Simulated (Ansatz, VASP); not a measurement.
## Two plane-wave programs on HfN

```
Hf N
1.0
     0.00000    2.23405    2.23405
     2.23405    0.00000    2.23405
     2.23405    2.23405    0.00000
Hf N
1 1
Direct
  0.00000 0.00000 0.00000
  0.50000 0.50000 0.50000
```

Alike in both runs: functional LDA; k mesh 12 × 12 × 12; occupations fermi-dirac, width 0.1 eV; no spin polarisation.

Ansatz relaxed the structure, and its values are those at the end. VASP's run is a single point on that final structure, the one shown.

|  | VASP | Ansatz |
| --- | --- | --- |
| version | VASP 6.6.1 | Ansatz 0.2.0 |
| potentials or method | VASP PAW LDA potentials, release 64 (Hf_pv, N), cutoff 520 eV | PAW plane waves |
| valence electrons in the cell | 15 | 31 |

VASP gave:

```
gap on the k mesh at the Fermi level (eV) : none
pressure (GPa)                            : -1.3
```

Question: Which values does Ansatz return?

Answer: gap on the k mesh at the Fermi level (eV): none; pressure (GPa): 0.0.

Ansatz warns that its potentials were made for another functional, while VASP's fit it. LDA's correlation is that of Perdew and Zunger in VASP and of Perdew and Wang (1992) in Ansatz. A gap of «none» marks a metal or a gap that the smearing closes. VASP's potentials hold 15 valence electrons a cell and Ansatz's 31, so a difference there can come from the potentials and not from the codes.

Spin-orbit coupling is off throughout.
